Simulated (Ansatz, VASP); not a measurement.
**One calculation of GaN, two programs**

```
CELL_PARAMETERS angstrom
0.00000 2.18148 2.18148
2.18148 0.00000 2.18148
2.18148 2.18148 0.00000
ATOMIC_POSITIONS crystal
Ga 0.00000 0.00000 0.00000
N 0.25000 0.25000 0.25000
```

Change from the starting cell: hydrostatic strain -3.0%.

Alike in both runs: task single point; functional HSE06; k mesh 6 × 6 × 6; no spin polarisation.

|  | VASP | Ansatz |
| --- | --- | --- |
| version | VASP 6.6.1 | Ansatz 0.2.0 |
| potentials or method | VASP PAW PBE potentials, release 64 (Ga_d, N) | plane waves, PAW |
| plane-wave cutoff (eV) | 520 | 420 |
| occupations | gaussian, width 0.01 eV | fixed |
| valence electrons in the cell | 18 | 18 |

Ansatz gave:

```
gap on the k mesh at the Fermi level (eV) : 3.68
pressure (GPa)                            : 22.0
```

Q: What did VASP give for the same quantities?

A: gap on the k mesh at the Fermi level (eV): 3.70; pressure (GPa): 21.7.

Ansatz's warnings: stress exchange threshold loose, stress scf threshold loose.
